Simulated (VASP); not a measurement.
# Ag in VASP: a series of runs

Runs on Ag. Level: PBEsol. Tasks: single point.

Everything below comes from runs of VASP 6.6.1. Logs are shortened: lines on timing, memory, paths and dates and some standing lists are left out, and cuts for length are marked.

### Step 1. The cell of the first run

The typed cell holds 2 atoms: a = 2.838 Å, b = 2.866 Å, c = 4.709 Å, α = 90.00°, β = 90.00°, γ = 119.69°.

This isn't the form of Ag at room conditions, which is fcc.

### Step 2. Single point, PBEsol (uniaxial strain along a: -1.0 %, then relaxed in part)

Contents of INCAR:

```
PREC = Accurate ; ENCUT = 520
EDIFF = 1E-6 ; ISMEAR = 0
SIGMA = 0.1 ; LREAL = F
LASPH = T ; NELM = 100
ALGO = Fast ; ISIF = 2
LWAVE = F ; LCHARG = T
GGA = PS ; LELF = T
LVHAR = T ; NBANDS = 18
```

Contents of KPOINTS:

```
Automatic mesh
0
Gamma
  24 24 12
```

Contents of POSCAR:

```
Ag
1.0
    2.8383218467     -0.0002423242      0.0000000000
   -1.4193734320      2.4899616761      0.0000000000
    0.0000000000      0.0000000000      4.7089546616
Ag
2
Direct
    0.3348932660      0.6697174794      0.2500000000
    0.6651067340      0.3302825206      0.7500000000
```

Potentials or basis: VASP PAW PBE potentials, release 64 (Ag).

Started as:

```sh
$ cat potpaw_PBE.64/Ag/POTCAR > POTCAR
$ mpirun -np 1 vasp_std > vasp.out
```

OUTCAR:

```text
PREC = Accurate
   ENCUT = 520
   EDIFF = 1E-6
   ISMEAR = 0
   LREAL = F
   LASPH = T
   NELM = 100
   ISIF = 2
   GGA = PS

 ion  position               nearest neighbor table
   1  0.335  0.670  0.250-   2 2.87   2 2.87   2 2.88   2 2.88   2 2.88   2 2.88
   2  0.665  0.330  0.750-   1 2.87   1 2.87   1 2.88   1 2.88   1 2.88   1 2.88

  LATTYP: Found a simple monoclinic cell.
 ALAT       =     2.8383218570
 B/A-ratio  =     1.6590629600
 C/A-ratio  =     1.0096385489
 COS(beta)  =    -0.4950783977

  Lattice vectors:

 A1 = (   2.8383218467,  -0.0002423242,   0.0000000000)
 A2 = (   0.0000000000,   0.0000000000,   4.7089546616)
 A3 = (  -1.4189484147,  -2.4897193519,   0.0000000000)

Analysis of symmetry for initial positions (statically):
=====================================================================
 Subroutine PRICEL returns:
 Original cell was already a primitive cell.

 Routine SETGRP: Setting up the symmetry group for a
 simple monoclinic supercell.

 Subroutine GETGRP returns: Found  4 space group operations
 (whereof  2 operations were pure point group operations)
 out of a pool of  4 trial point group operations.

The static configuration has the point symmetry S_2 .
 The point group associated with its full space group is C_2h.

Analysis of symmetry for dynamics (positions and initial velocities):
=====================================================================
 Subroutine PRICEL returns:
 Original cell was already a primitive cell.

 Routine SETGRP: Setting up the symmetry group for a
 simple monoclinic supercell.

 Subroutine GETGRP returns: Found  4 space group operations
 (whereof  2 operations were pure point group operations)
 out of a pool of  4 trial point group operations.

The dynamic configuration has the point symmetry S_2 .
 The point group associated with its full space group is C_2h.

 Subroutine INISYM returns: Found  4 space group operations
 (whereof  2 operations are pure point group operations),
 and found     1 'primitive' translations

----------------------------------------------------------------------------------------

                                     Primitive cell

  volume of cell :      33.2780

  direct lattice vectors                    reciprocal lattice vectors
     2.838321847 -0.000242324  0.000000000     0.352338010  0.200846147  0.000000000
    -1.419373432  2.489961676  0.000000000     0.000034290  0.401632153  0.000000000
     0.000000000  0.000000000  4.708954662     0.000000000  0.000000000  0.212361357

  length of vectors
     2.838321857  2.866100153  4.708954662     0.405562878  0.401632155  0.212361357

  position of ions in fractional coordinates (direct lattice)
     0.334893266  0.669717479  0.250000000
     0.665106734  0.330282521  0.750000000

  ion indices of the primitive-cell ions
   primitive index   ion index
                 1           1
                 2           2

----------------------------------------------------------------------------------------

 KPOINTS: Automatic mesh

Automatic generation of k-mesh.
 Grid dimensions read from file:
 generate k-points for:   24   24   12

 Generating k-lattice:

  Cartesian coordinates                     Fractional coordinates (reciprocal lattice)
     0.014680750  0.008368589  0.000000000     0.041666667 -0.000000000  0.000000000
     0.000001429  0.016734673  0.000000000     0.000000000  0.041666667  0.000000000
     0.000000000  0.000000000  0.017696780     0.000000000  0.000000000  0.083333333

  Length of vectors
     0.016898453  0.016734673  0.017696780

  Shift w.r.t. Gamma in fractional coordinates (k-lattice)
     0.000000000  0.000000000  0.000000000

 Subroutine IBZKPT returns following result:
 ===========================================

 Found   2030 irreducible k-points:

 Following reciprocal coordinates:
            Coordinates               Weight
  0.000000  0.000000  0.000000      1.000000
  0.041667  0.000000  0.000000      2.000000
  0.083333  0.000000  0.000000      2.000000
  0.125000  0.000000  0.000000      2.000000
  0.166667  0.000000  0.000000      2.000000
  0.208333  0.000000  0.000000      2.000000
[... 16 lines left out ...]
  0.375000  0.041667  0.000000      2.000000
  0.416667  0.041667  0.000000      2.000000
 [... further k-points ...]
   k-points           NKPTS =   2030   k-points in BZ     NKDIM =   2030   number of bands    NBANDS=     18
   number of dos      NEDOS =    301   number of ions     NIONS =      2
   total plane-waves  NPLWV =  20736
   dimension x,y,z NGX =    24 NGY =   24 NGZ =   36
   dimension x,y,z NGXF=    48 NGYF=   48 NGZF=   72
   ions per type =               2
   NGX,Y,Z   is equivalent  to a cutoff of  14.06, 13.92, 12.71 a.u.
   NGXF,Y,Z  is equivalent  to a cutoff of  28.11, 27.84, 25.42 a.u.
 SYSTEM =  unknown system
   PREC   = accura    normal or accurate (medium, high low for compatibility)
   ISTART =      0    job   : 0-new  1-cont  2-samecut
   ICHARG =      2    charge: 1-file 2-atom 10-const
   ISPIN  =      1    spin polarized calculation?
   LNONCOLLINEAR =      F non collinear calculations
   LSORBIT =      F    spin-orbit coupling
   LASPH  =      T    aspherical Exc in radial PAW
   ENCUT  =  520.0 eV  38.22 Ry    6.18 a.u.   5.28  5.33  8.76*2*pi/ulx,y,z
   NELM   =    100;   NELMIN=  2; NELMDL= -5     # of ELM steps
   EDIFF  = 0.1E-05   stopping-criterion for ELM
   LREAL  =      F    real-space projection
   EDIFFG = 0.1E-04   stopping-criterion for IOM
   NSW    =      0    number of steps for IOM
   IBRION =     -1    ionic relax: 0-MD 1-quasi-New 2-CG
   NFREE  =      0    steps in history (QN), initial steepest desc. (CG)
   ISIF   =      2    stress and relaxation
   ISYM   =      2    0-nonsym 1-usesym 2-fastsym
   POTIM  = 0.5000    time-step for ionic-motion
   TEBEG  =    0.0;   TEEND  =   0.0 temperature during run
   PSTRESS=    0.0 pullay stress
   NELECT =      22.0000    total number of electrons
   NUPDOWN=      -1.0000    fix difference up-down
   EMIN   =  10.00;   EMAX   =-10.00  energy-range for DOS
   EFERMI =   0.00;   METHOD = LEGACY
   ISMEAR =     0;   SIGMA  =   0.10  broadening in eV -4-tet -1-fermi 0-gaus
   EFERMI_NEDOS =   21; number of points for ismear=-14 and -15
   IALGO  =     68    algorithm
   IMIX   =      4    mixing-type and parameters
     AMIX     =   0.40;   BMIX     =  1.00
     AMIX_MAG =   1.60;   BMIX_MAG =  1.00
  volume/ion in A,a.u.               =      16.64       112.29
  Fermi-wavevector in a.u.,A,eV,Ry     =   1.426143  2.695020 27.672682  2.033885
  Thomas-Fermi vector in A             =   2.546452
   LORBIT       =      0    0 simple, 1 ext, 2 COOP (PROOUT), +10 PAW based schemes
   GGA     = PS    functional components
   LHFCALC =     F    Hartree Fock is set to
   AEXX    =    0.0000 exact exchange contribution
   IVDW    =     0    specifies the selected vdW correction
   LEPSILON=     F    determine dielectric tensor
   LRPA    =     F    only Hartree local field effects (RPA)
 non-spin polarized calculation
 RMM-DIIS sequential band-by-band and
 Gauss-broadening in eV      SIGMA  =   0.10
  energy-cutoff  :      520.00
  volume of cell :       33.28
 maximum number of plane-waves:       915
 NGX is ok and might be reduce to    24
   NGX = 11   NGY = 11   NGZ = 17

 number of electron      22.0000001 magnetization

 Free energy of the ion-electron system (eV)
  ---------------------------------------------------
  ext. energy  EPLUGINS =         0.00000000
  ---------------------------------------------------
  free energy    TOTEN  =        -6.60888167 eV

  energy without entropy =       -6.60606027  energy(sigma->0) =       -6.60747097

 E-fermi :   8.5984     XC(G=0): -12.5575

 val. band max:        8.5961244702   @ k =   0.0833   0.0000   0.0000
 cond. band min:       8.5985036165   @ k =   0.0000   0.5000   0.2500
 fundamental gap:      0.0023791463
 Fermi energy:         8.5984171027

 k-point     1 :       0.0000    0.0000    0.0000
  band No.  band energies     occupation
      1       0.5621      2.00000
      2       2.0155      2.00000
      3       3.6650      2.00000
      4       3.7391      2.00000
      5       3.8703      2.00000
      6       4.0006      2.00000
[... 10 lines left out ...]
     17      27.0848      0.00000
     18      27.4333      0.00000

 k-point     2 :       0.0417    0.0000    0.0000
  band No.  band energies     occupation
      1       0.6124      2.00000
      2       2.0466      2.00000
      3       3.6396      2.00000
      4       3.7731      2.00000
      5       3.8869      2.00000
      6       4.0141      2.00000
[... 10 lines left out ...]
     17      26.7246      0.00000
     18      27.2927      0.00000

 k-point     3 :       0.0833    0.0000    0.0000
  band No.  band energies     occupation
      1       0.7610      2.00000
      2       2.1355      2.00000
      3       3.5804      2.00000
      4       3.8568      2.00000
      5       3.9401      2.00000
      6       4.0142      2.00000
[... 10 lines left out ...]
     17      26.2465      0.00000
     18      27.4569      0.00000

 k-point     4 :       0.1250    0.0000    0.0000
  band No.  band energies     occupation
      1       1.0004      2.00000
      2       2.2674      2.00000
      3       3.5022      2.00000
      4       3.9325      2.00000
      5       4.0118      2.00000
      6       4.0523      2.00000
[... 10 lines left out ...]
     17      26.4532      0.00000
     18      27.6166      0.00000

 k-point     5 :       0.1667    0.0000    0.0000
  band No.  band energies     occupation
      1       1.3141      2.00000
      2       2.4116      2.00000
      3       3.4321      2.00000
      4       3.8898      2.00000
      5       3.9504      2.00000
      6       4.1697      2.00000
[... 10 lines left out ...]
     17      26.4291      0.00000
     18      26.6261      0.00000

 k-point     6 :       0.2083    0.0000    0.0000
  band No.  band energies     occupation
      1       1.6702      2.00000
      2       2.5160      2.00000
      3       3.4197      2.00000
      4       3.6533      2.00000
      5       3.8509      2.00000
      6       4.1362      2.00000
[... 10 lines left out ...]
     17      25.2929      0.00000
     18      26.5825      0.00000

 k-point     7 :       0.2500    0.0000    0.0000
  band No.  band energies     occupation
      1       2.0094      2.00000
      2       2.5336      2.00000
      3       3.3592      2.00000
      4       3.5187      2.00000
      5       3.8534      2.00000
      6       4.0421      2.00000
[... 10 lines left out ...]
     17      24.8327      0.00000
     18      26.2671      0.00000

 k-point     8 :       0.2917    0.0000    0.0000
  band No.  band energies     occupation
      1       2.2455      2.00000
      2       2.4860      2.00000
      3       3.0936      2.00000
      4       3.7378      2.00000
      5       3.9107      2.00000
      6       3.9530      2.00000
[... 10 lines left out ...]
     17      23.7853      0.00000
     18      25.8081      0.00000
[... 229 lines left out ...]
     17      25.3701      0.00000
     18      26.3571      0.00000

 k-point    20 :       0.2500    0.0417    0.0000
  band No.  band energies     occupation
      1       2.1766      2.00000
      2       2.5361      2.00000
      3       3.2223      2.00000
      4       3.5617      2.00000
      5       3.8818      2.00000
      6       3.9638      2.00000
[... 10 lines left out ...]
     17      24.4870      0.00000
     18      25.9117      0.00000

 k-point    21 :       0.2917    0.0417    0.0000
  band No.  band energies     occupation
      1       2.3296      2.00000
      2       2.4857      2.00000
      3       2.9778      2.00000
      4       3.8246      2.00000
      5       3.8868      2.00000
      6       3.9619      2.00000
[... 10 lines left out ...]
     17      23.1179      0.00000
     18      25.4284      0.00000

 k-point    22 :       0.3333    0.0417    0.0000
  band No.  band energies     occupation
      1       2.2990      2.00000
      2       2.4904      2.00000
      3       2.7767      2.00000
      4       3.8215      2.00000
      5       4.0580      2.00000
      6       4.1311      2.00000
[... 10 lines left out ...]
     17      21.6844      0.00000
     18      24.9979      0.00000

 k-point    23 :       0.3750    0.0417    0.0000
  band No.  band energies     occupation
      1       2.2224      2.00000
      2       2.4889      2.00000
      3       2.6230      2.00000
      4       3.7700      2.00000
      5       4.1060      2.00000
      6       4.1532      2.00000
[... 10 lines left out ...]
     17      20.6461      0.00000
     18      24.6594      0.00000

 k-point    24 :       0.4167    0.0417    0.0000
  band No.  band energies     occupation
      1       2.1611      2.00000
      2       2.4745      2.00000
      3       2.5191      2.00000
      4       3.7341      2.00000
      5       4.0597      2.00000
      6       4.2233      2.00000
[... 10 lines left out ...]
     17      19.8144      0.00000
     18      24.4291      0.00000

 [... further k-points ...]
[... 5 lines left out ...]
  --------------------------------------------------------------------------------------
  -------------------------------------------------------------------------------------
  Total        0.1412157     -0.0606304     -0.0633748      0.0011323      0.0000000      0.0000000
  in kB        6.7988561     -2.9190615     -3.0511913      0.0545140      0.0000000      0.0000000
  external PRESSURE =       0.2762011 kB  Pullay stress =       0.0000000 kB

 VOLUME and BASIS-vectors are now :
 -----------------------------------------------------------------------------
  energy-cutoff  :      520.00
  volume of cell :       33.28
      direct lattice vectors                 reciprocal lattice vectors
     2.838321847 -0.000242324  0.000000000     0.352338010  0.200846147  0.000000000
    -1.419373432  2.489961676  0.000000000     0.000034290  0.401632153  0.000000000
     0.000000000  0.000000000  4.708954662     0.000000000  0.000000000  0.212361357

 POSITION                                       TOTAL-FORCE (eV/Angst)
 -----------------------------------------------------------------------------------
     -0.00004      1.66749      1.17724         0.000013      0.000690     -0.000000
      1.41899      0.82223      3.53172        -0.000013     -0.000690      0.000000
 -----------------------------------------------------------------------------------
    total drift:                               -0.000000      0.000000     -0.000000

  FREE ENERGIE OF THE ION-ELECTRON SYSTEM (eV)
  ---------------------------------------------------
  free  energy   TOTEN  =        -6.6088816737 eV

  energy  without entropy=       -6.6060602734  energy(sigma->0) =       -6.60747097
```

Run time: 17 min. Hardware: 1 thread of Intel Xeon 8259CL, shared host; peak memory 0.99 GiB.

Results:

```yaml
Free_energy: -6.6089 eV
Pressure: 0.0 GPa
Band_gap_on_the_k_mesh: zero (bands 11 and 12 overlap by 7.55 eV)
```

Stress tensor (GPa, compression positive):
```
 0.68  0.01  0.00
 0.01 -0.29  0.00
 0.00  0.00 -0.31
```

Levels at points of the mesh, in eV from the Fermi level:
```tsv
k point	band 8	band 9	band 10	band 11	band 12	band 13	band 14	band 15
(0.00, 0.00, 0.00)	-4.17	-4.10	-3.11	-3.10	-0.62	3.56	15.71	17.44
(0.50, 0.00, 0.00)	-2.93	-2.92	-2.80	0.09	1.67	6.91	7.16	9.58
(0.00, 0.50, 0.00)	-2.96	-2.91	-2.81	0.04	1.49	6.84	7.12	9.35
(0.50, 0.50, 0.00)	-2.93	-2.92	-2.80	0.09	1.66	6.90	7.16	9.58
(0.00, 0.00, 0.50)	-4.69	-3.45	-3.45	-3.41	-3.41	11.07	11.07	16.09
(0.50, 0.00, 0.50)	-3.18	-2.85	-2.85	0.71	0.71	4.76	4.76	13.69
(0.00, 0.50, 0.50)	-3.15	-2.87	-2.87	0.57	0.57	4.62	4.62	13.99
(0.50, 0.50, 0.50)	-3.17	-2.85	-2.85	0.71	0.71	4.76	4.76	13.70
```

Caveat: the cell differs from its parent crystal (uniaxial strain along a: -1.0 %, then relaxed in part); the PAW data sets were made with another functional, which shifts forces and pressure a little.

### Step 3. Single point, PBEsol

This run uses another cell than the first one, of 16.70 Å³/atom.

Contents of INCAR:

```
  ALGO = Fast
  EDIFF = 1E-6
  ENCUT = 520
  GGA = PS
  ISIF = 2
  ISMEAR = 0
  LASPH = T
  LCHARG = T
  LELF = T
  LREAL = F
  LVHAR = T
  LWAVE = F
  NBANDS = 18
  NELM = 100
  PREC = Accurate
  SIGMA = 0.1
```

Contents of KPOINTS:

```
k-points
0
Gamma
  18 18 10
```

Contents of POSCAR:

```
Ag
1.0
    2.8669917842      0.0000000000      0.0000000000
   -1.4334958921      2.4828877175      0.0000000000
    0.0000000000      0.0000000000      4.6908332388
Ag
2
Direct
    0.3333333333      0.6666666667      0.2500000000
    0.6666666667      0.3333333333      0.7500000000
```

Potentials or basis: VASP PAW PBE potentials, release 64 (Ag).

Started as:

```sh
$ cat potpaw_PBE.64/Ag/POTCAR > POTCAR
$ mpirun -np 1 vasp_std > vasp.out
```

It took 36 s on 1 thread of Intel Xeon 6975P-C (Granite Rapids), shared host; peak memory 0.23 GiB.

The run converged. Its results:

| Item | Value |
| --- | --- |
| Free energy | -6.6054 eV |
| Pressure | -0.3 GPa |
| Band gap on the k mesh | zero (bands 11 and 12 overlap by 7.52 eV) |

Levels at points of the mesh, in eV from the Fermi level:
```csv
k point,band 9,band 10,band 11,band 12,band 13,band 14
"(0.00, 0.00, 0.00)",-4.08,-3.03,-3.03,-0.49,3.71,15.73
"(0.50, 0.00, 0.00)",-2.83,-2.74,0.12,1.63,6.98,7.24
"(0.00, 0.00, 0.50)",-3.36,-3.36,-3.36,-3.36,11.28,11.28
"(0.50, 0.00, 0.50)",-2.80,-2.80,0.73,0.73,4.74,4.74
```

Caveat: the PAW data sets were made with another functional, which shifts forces and pressure a little.
